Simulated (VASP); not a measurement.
Input of a VASP 6.6.1 run:

The input INCAR:

```
SYSTEM = Ta
ALGO = Normal ; EDIFF = 1E-6
ENCUT = 520 ; ISIF = 2
ISMEAR = -1 ; LASPH = .TRUE.
LCHARG = .TRUE. ; LELF = .TRUE.
LREAL = .FALSE. ; LVHAR = .TRUE.
LWAVE = .FALSE. ; NBANDS = 12
NELM = 60 ; PREC = Accurate
SIGMA = 0.08
```

Contents of KPOINTS:

```
k-points
0
G
  18 18 18
  0 0 0
```

POSCAR

```
Ta
1.0
   -1.4017700717      1.4017700717      1.4017700717
    1.4017700717     -1.4017700717      1.4017700717
    1.4017700717      1.4017700717     -1.4017700717
Ta
1
Direct
    0.0000000000      0.0000000000      0.0000000000
```

Potentials or basis: VASP PAW LDA potentials, release 64 (Ta_pv).

The run is started by

```sh
$ cat potpaw_LDA.64/Ta_pv/POTCAR > POTCAR
$ mpirun -np 1 vasp_std > vasp.out
```

Problem. What does it give for the band gap on the k mesh?

Solution. Zero (an odd number of electrons rules out a gap without spin polarisation).

Problem. Estimate the pressure.

Solution. 230.3 GPa.

Caveat: the cell stands under pressure; spin-orbit coupling is left out, which moves the levels of the heavy elements.
